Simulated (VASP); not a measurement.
# Na (P6_3/mmc) in VASP: notebook

Runs on Na. Level: PBEsol. Tasks: single point.

All numbers are computed with VASP 6.6.1; they aren't measurements. Logs are shortened: lines on timing, memory, paths and dates and some standing lists are left out, and cuts for length are marked.

## Step 1: The cell of the first run

It takes space group P6_3/mmc (No. 194, hexagonal). The conventional cell has a = 3.355 Å, b = 3.355 Å, c = 5.300 Å, α = 90.00°, β = 90.00°, γ = 120.00°. Within 4.3 Å of Na (site symmetry -6m2) lie 12 Na at 3.28 to 3.36 Å.

This isn't the form of Na at room conditions, which is bcc.

## Step 2: Single point, PBEsol

File INCAR:

```
  PREC = Accurate
  ENCUT = 520
  EDIFF = 1E-6
  ISMEAR = 1
  SIGMA = 0.05
  LREAL = F
  LASPH = T
  NELM = 60
  ALGO = Normal
  ISIF = 2
  LWAVE = F
  LCHARG = F
  GGA = PS
  NBANDS = 14
```

File KPOINTS:

```
regular mesh
0
Gamma
  6 6 4
```

File POSCAR:

```
Na
1.0
    3.3552484820      0.0000000000      0.0000000000
   -1.6776242410      2.9057304214      0.0000000000
    0.0000000000      0.0000000000      5.3003341636
Na
2
Direct
    0.3333333333      0.6666666667      0.2500000000
    0.6666666667      0.3333333333      0.7500000000
```

Potentials or basis: VASP PAW PBE potentials, release 64 (Na_pv).

Launch:

```
$ cat potpaw_PBE.64/Na_pv/POTCAR > POTCAR
$ mpirun -np 1 vasp_std > vasp.out
```

OUTCAR:

```text
PREC = Accurate
   ENCUT = 520
   EDIFF = 1E-6
   ISMEAR = 1
   LREAL = F
   LASPH = T
   NELM = 60
   ISIF = 2
   GGA = PS

 ion  position               nearest neighbor table
   1  0.333  0.667  0.250-
   2  0.667  0.333  0.750-

  LATTYP: Found a hexagonal cell.
 ALAT       =     3.3552484820
 C/A-ratio  =     1.5797143467

  Lattice vectors:

 A1 = (   3.3552484820,   0.0000000000,   0.0000000000)
 A2 = (  -1.6776242410,   2.9057304214,   0.0000000000)
 A3 = (   0.0000000000,   0.0000000000,   5.3003341636)

Analysis of symmetry for initial positions (statically):
=====================================================================
 Subroutine PRICEL returns:
 Original cell was already a primitive cell.

 Routine SETGRP: Setting up the symmetry group for a
 hexagonal supercell.

 Subroutine GETGRP returns: Found 24 space group operations
 (whereof 12 operations were pure point group operations)
 out of a pool of 24 trial point group operations.

The static configuration has the point symmetry D_3d.
 The point group associated with its full space group is D_6h.

Analysis of symmetry for dynamics (positions and initial velocities):
=====================================================================
 Subroutine PRICEL returns:
 Original cell was already a primitive cell.

 Routine SETGRP: Setting up the symmetry group for a
 hexagonal supercell.

 Subroutine GETGRP returns: Found 24 space group operations
 (whereof 12 operations were pure point group operations)
 out of a pool of 24 trial point group operations.

The dynamic configuration has the point symmetry D_3d.
 The point group associated with its full space group is D_6h.

 Subroutine INISYM returns: Found 24 space group operations
 (whereof 12 operations are pure point group operations),
 and found     1 'primitive' translations

----------------------------------------------------------------------------------------

                                     Primitive cell

  volume of cell :      51.6753

  direct lattice vectors                    reciprocal lattice vectors
     3.355248482  0.000000000  0.000000000     0.298040519  0.172073774  0.000000000
    -1.677624241  2.905730421  0.000000000     0.000000000  0.344147548  0.000000000
     0.000000000  0.000000000  5.300334164     0.000000000  0.000000000  0.188667350

  length of vectors
     3.355248482  3.355248482  5.300334164     0.344147548  0.344147548  0.188667350

  position of ions in fractional coordinates (direct lattice)
     0.333333333  0.666666667  0.250000000
     0.666666667  0.333333333  0.750000000

  ion indices of the primitive-cell ions
   primitive index   ion index
                 1           1
                 2           2

----------------------------------------------------------------------------------------

 KPOINTS: regular mesh

Automatic generation of k-mesh.
 Grid dimensions read from file:
 generate k-points for:    6    6    4

 Generating k-lattice:

  Cartesian coordinates                     Fractional coordinates (reciprocal lattice)
     0.049673420  0.028678962  0.000000000     0.166666667  0.000000000  0.000000000
     0.000000000  0.057357925  0.000000000     0.000000000  0.166666667  0.000000000
     0.000000000  0.000000000  0.047166837     0.000000000  0.000000000  0.250000000

  Length of vectors
     0.057357925  0.057357925  0.047166837

  Shift w.r.t. Gamma in fractional coordinates (k-lattice)
     0.000000000  0.000000000  0.000000000

 Subroutine IBZKPT returns following result:
 ===========================================

 Found     21 irreducible k-points:

 Following reciprocal coordinates:
            Coordinates               Weight
  0.000000  0.000000  0.000000      1.000000
  0.166667  0.000000  0.000000      6.000000
  0.333333  0.000000  0.000000      6.000000
  0.500000  0.000000  0.000000      3.000000
  0.166667  0.166667  0.000000      6.000000
  0.333333  0.166667  0.000000     12.000000
[... 13 lines left out ...]
  0.333333  0.166667  0.500000     12.000000
  0.333333  0.333333  0.500000      2.000000
   k-points           NKPTS =     21   k-points in BZ     NKDIM =     21   number of bands    NBANDS=     14
   number of dos      NEDOS =    301   number of ions     NIONS =      2
   total plane-waves  NPLWV =  31360
   dimension x,y,z NGX =    28 NGY =   28 NGZ =   40
   dimension x,y,z NGXF=    56 NGYF=   56 NGZF=   80
   ions per type =               2
   NGX,Y,Z   is equivalent  to a cutoff of  13.87, 13.87, 12.55 a.u.
   NGXF,Y,Z  is equivalent  to a cutoff of  27.75, 27.75, 25.09 a.u.
 SYSTEM =  unknown system
   PREC   = accura    normal or accurate (medium, high low for compatibility)
   ISTART =      0    job   : 0-new  1-cont  2-samecut
   ICHARG =      2    charge: 1-file 2-atom 10-const
   ISPIN  =      1    spin polarized calculation?
   LNONCOLLINEAR =      F non collinear calculations
   LSORBIT =      F    spin-orbit coupling
   LASPH  =      T    aspherical Exc in radial PAW
   ENCUT  =  520.0 eV  38.22 Ry    6.18 a.u.   6.24  6.24  9.86*2*pi/ulx,y,z
   NELM   =     60;   NELMIN=  2; NELMDL= -5     # of ELM steps
   EDIFF  = 0.1E-05   stopping-criterion for ELM
   LREAL  =      F    real-space projection
   EDIFFG = 0.1E-04   stopping-criterion for IOM
   NSW    =      0    number of steps for IOM
   IBRION =     -1    ionic relax: 0-MD 1-quasi-New 2-CG
   NFREE  =      0    steps in history (QN), initial steepest desc. (CG)
   ISIF   =      2    stress and relaxation
   ISYM   =      2    0-nonsym 1-usesym 2-fastsym
   POTIM  = 0.5000    time-step for ionic-motion
   TEBEG  =    0.0;   TEEND  =   0.0 temperature during run
   PSTRESS=    0.0 pullay stress
   NELECT =      14.0000    total number of electrons
   NUPDOWN=      -1.0000    fix difference up-down
   EMIN   =  10.00;   EMAX   =-10.00  energy-range for DOS
   EFERMI =   0.00;   METHOD = LEGACY
   ISMEAR =     1;   SIGMA  =   0.05  broadening in eV -4-tet -1-fermi 0-gaus
   EFERMI_NEDOS =   21; number of points for ismear=-14 and -15
   IALGO  =     38    algorithm
   IMIX   =      4    mixing-type and parameters
     AMIX     =   0.40;   BMIX     =  1.00
     AMIX_MAG =   1.60;   BMIX_MAG =  1.00
  volume/ion in A,a.u.               =      25.84       174.36
  Fermi-wavevector in a.u.,A,eV,Ry     =   1.059310  2.001806 15.267611  1.122138
  Thomas-Fermi vector in A             =   2.194651
   LORBIT       =      0    0 simple, 1 ext, 2 COOP (PROOUT), +10 PAW based schemes
   GGA     = PS    functional components
   LHFCALC =     F    Hartree Fock is set to
   AEXX    =    0.0000 exact exchange contribution
   IVDW    =     0    specifies the selected vdW correction
   LEPSILON=     F    determine dielectric tensor
   LRPA    =     F    only Hartree local field effects (RPA)
 non-spin polarized calculation
 Methfessel and Paxton  Order N= 1 SIGMA  =   0.05
  energy-cutoff  :      520.00
  volume of cell :       51.68
 maximum number of plane-waves:      1412
 NGX is ok and might be reduce to    28
   NGX = 13   NGY = 13   NGZ = 19

 number of electron      14.0000003 magnetization

 Free energy of the ion-electron system (eV)
  ---------------------------------------------------
  ext. energy  EPLUGINS =         0.00000000
  ---------------------------------------------------
  free energy    TOTEN  =        -2.55766016 eV

  energy without entropy =       -2.55761344  energy(sigma->0) =       -2.55764459

 E-fermi :   1.2614     XC(G=0):  -7.5444

 val. band max:        1.2266247731   @ k =   0.3333   0.1667   0.2500
 cond. band min:       1.7015687950   @ k =   0.5000   0.0000   0.0000
 fundamental gap:      0.4749440219
 Fermi energy:         1.2614054909

 k-point     1 :       0.0000    0.0000    0.0000
  band No.  band energies     occupation
      1     -23.1734      2.00000
      2     -23.0608      2.00000
      3     -23.0608      2.00000
      4     -23.0422      2.00000
      5     -23.0422      2.00000
      6     -23.0421      2.00000
      7      -2.5709      2.00000
      8       2.3733      0.00000
      9       3.1346      0.00000
     10      13.3785      0.00000
     11      13.3785      0.00000
     12      14.1975      0.00000
     13      14.2321      0.00000
     14      14.2321      0.00000

 k-point     2 :       0.1667    0.0000    0.0000
  band No.  band energies     occupation
      1     -23.1622      2.00000
      2     -23.0816      2.00000
      3     -23.0676      2.00000
      4     -23.0637      2.00000
      5     -23.0469      2.00000
      6     -23.0451      2.00000
      7      -2.0522      2.00000
      8       2.7983      0.00000
      9       3.6101      0.00000
     10       9.2930      0.00000
     11      11.9022      0.00000
     12      11.9542      0.00000
     13      13.4448      0.00000
     14      15.5902      0.00000

 k-point     3 :       0.3333    0.0000    0.0000
  band No.  band energies     occupation
      1     -23.1355      2.00000
      2     -23.1248      2.00000
      3     -23.1044      2.00000
      4     -23.0805      2.00000
      5     -23.0608      2.00000
      6     -23.0516      2.00000
      7      -0.5407      2.00000
      8       4.0859      0.00000
      9       4.4773      0.00000
     10       5.8493      0.00000
     11       9.4142      0.00000
     12       9.5639      0.00000
     13      10.7924      0.00000
     14      13.4378      0.00000

 k-point     4 :       0.5000    0.0000    0.0000
  band No.  band energies     occupation
      1     -23.1469      2.00000
      2     -23.1238      2.00000
      3     -23.1159      2.00000
      4     -23.0867      2.00000
      5     -23.0740      2.00000
      6     -23.0550      2.00000
      7       1.7016     -0.00000
      8       2.0149     -0.00000
      9       6.0799      0.00000
     10       6.4894      0.00000
     11       7.2127      0.00000
     12       7.3676      0.00000
     13      10.4214      0.00000
     14      12.4772      0.00000

 k-point     5 :       0.1667    0.1667    0.0000
  band No.  band energies     occupation
      1     -23.1431      2.00000
      2     -23.1039      2.00000
      3     -23.1023      2.00000
      4     -23.0734      2.00000
      5     -23.0564      2.00000
      6     -23.0559      2.00000
      7      -1.0375      2.00000
      8       3.6552      0.00000
      9       4.4436      0.00000
     10       7.1051      0.00000
     11       8.2174      0.00000
[... 225 lines left out ...]
 k-point    19 :       0.1667    0.1667    0.5000
  band No.  band energies     occupation
      1     -23.1298      2.00000
      2     -23.1298      2.00000
      3     -23.0756      2.00000
      4     -23.0756      2.00000
      5     -23.0626      2.00000
      6     -23.0626      2.00000
      7       0.2915      2.00000
      8       0.2915      2.00000
      9       7.9894      0.00000
     10       7.9894      0.00000
     11       8.8895      0.00000
     12       8.8895      0.00000
     13      11.2261      0.00000
     14      11.2261      0.00000

 k-point    20 :       0.3333    0.1667    0.5000
  band No.  band energies     occupation
      1     -23.1481      2.00000
      2     -23.1481      2.00000
      3     -23.0895      2.00000
      4     -23.0895      2.00000
      5     -23.0638      2.00000
      6     -23.0638      2.00000
      7       2.1598     -0.00000
      8       2.1598     -0.00000
      9       4.9671      0.00000
     10       4.9671      0.00000
     11       7.9387      0.00000
     12       7.9387      0.00000
     13      12.4505      0.00000
     14      12.4505      0.00000

 k-point    21 :       0.3333    0.3333    0.5000
  band No.  band energies     occupation
      1     -23.1415      2.00000
      2     -23.1415      2.00000
      3     -23.1093      2.00000
      4     -23.1093      2.00000
      5     -23.0618      2.00000
      6     -23.0618      2.00000
      7       4.0381      0.00000
      8       4.0381      0.00000
      9       4.0797      0.00000
     10       4.0797      0.00000
     11       5.7287      0.00000
     12       5.7287      0.00000
     13      13.9265      0.00000
     14      13.9265      0.00000

------------------------ aborting loop because EDIFF is reached ----------------------------------------

  FORCE on cell =-STRESS in cart. coord.  units (eV):
  Direction    XX          YY          ZZ          XY          YZ          ZX
  --------------------------------------------------------------------------------------
  -------------------------------------------------------------------------------------
  Total        1.6063337      1.6063337      1.6023807      0.0000000      0.0000000      0.0000000
  in kB       49.8038712     49.8038712     49.6813100      0.0000000      0.0000000      0.0000000
  external PRESSURE =      49.7630174 kB  Pullay stress =       0.0000000 kB

 VOLUME and BASIS-vectors are now :
 -----------------------------------------------------------------------------
  energy-cutoff  :      520.00
  volume of cell :       51.68
      direct lattice vectors                 reciprocal lattice vectors
     3.355248482  0.000000000  0.000000000     0.298040519  0.172073774  0.000000000
    -1.677624241  2.905730421  0.000000000     0.000000000  0.344147548  0.000000000
     0.000000000  0.000000000  5.300334164     0.000000000  0.000000000  0.188667350

 POSITION                                       TOTAL-FORCE (eV/Angst)
 -----------------------------------------------------------------------------------
     -0.00000      1.93715      1.32508         0.000000     -0.000000      0.000000
      1.67762      0.96858      3.97525        -0.000000      0.000000      0.000000
 -----------------------------------------------------------------------------------
    total drift:                                0.000000     -0.000000      0.000000

  FREE ENERGIE OF THE ION-ELECTRON SYSTEM (eV)
  ---------------------------------------------------
  free  energy   TOTEN  =        -2.5576601615 eV

  energy  without entropy=       -2.5576134439  energy(sigma->0) =       -2.55764459
```

Run time: 12 s. Hardware: 1 thread of Intel Xeon 8259CL, shared host; peak memory 0.16 GiB.

What came out:

```
Free energy            : -2.5577 eV
Pressure               : 5.0 GPa
Band gap on the k mesh : zero (bands 7 and 8 overlap by 5.22 eV)
```

Caveat: the k points lie up to 0.36 Å⁻¹ apart, too coarse for converged energies and pressures of a metal; the PAW data sets were made with another functional, which shifts forces and pressure a little.

## Step 3: Single point, PBEsol

This run uses another cell than the first one, of 36.31 Å³/atom.

File INCAR:

```
PREC = Accurate
ENCUT = 520
EDIFF = 1E-7
ISMEAR = 1
SIGMA = 0.05
LREAL = F
LASPH = T
NELM = 100
ALGO = Normal
ISIF = 2
LWAVE = F
LCHARG = F
GGA = PS
NBANDS = 14
```

File KPOINTS:

```
Automatic mesh
0
Gamma
  6 6 4
```

File POSCAR:

```
Na
1.0
    3.7625138550      0.0000000000      0.0000000000
   -1.8812569275      3.2584325805      0.0000000000
    0.0000000000      0.0000000000      5.9237020576
Na
2
Direct
    0.3333333333      0.6666666667      0.2500000000
    0.6666666667      0.3333333333      0.7500000000
```

Potentials or basis: VASP PAW PBE potentials, release 64 (Na_pv).

Launch:

```
$ cat potpaw_PBE.64/Na_pv/POTCAR > POTCAR
$ mpirun -np 1 vasp_std > vasp.out
```

Wall time 15 s (1 thread of Intel Xeon 8259CL, shared host); peak memory 0.18 GiB.

Results (log left out):

```
Free energy            : -2.8098 eV
Pressure               : 0.0 GPa
Band gap on the k mesh : zero (bands 7 and 8 overlap by 4.25 eV)
```

Levels at points of the mesh, in eV from the Fermi level:
| k point | band 5 | band 6 | band 7 | band 8 | band 9 | band 10 |
| --- | --- | --- | --- | --- | --- | --- |
| (0.00, 0.00, 0.00) | -24.51 | -24.51 | -3.07 | 0.97 | 1.46 | 10.04 |
| (0.50, 0.00, 0.00) | -24.52 | -24.52 | 0.41 | 0.53 | 4.22 | 4.25 |
| (0.00, 0.00, 0.50) | -24.52 | -24.52 | -1.97 | -1.97 | 6.26 | 6.26 |
| (0.50, 0.00, 0.50) | -24.52 | -24.52 | 1.28 | 1.28 | 1.78 | 1.78 |

Caveat: the PAW data sets were made with another functional, which shifts forces and pressure a little.
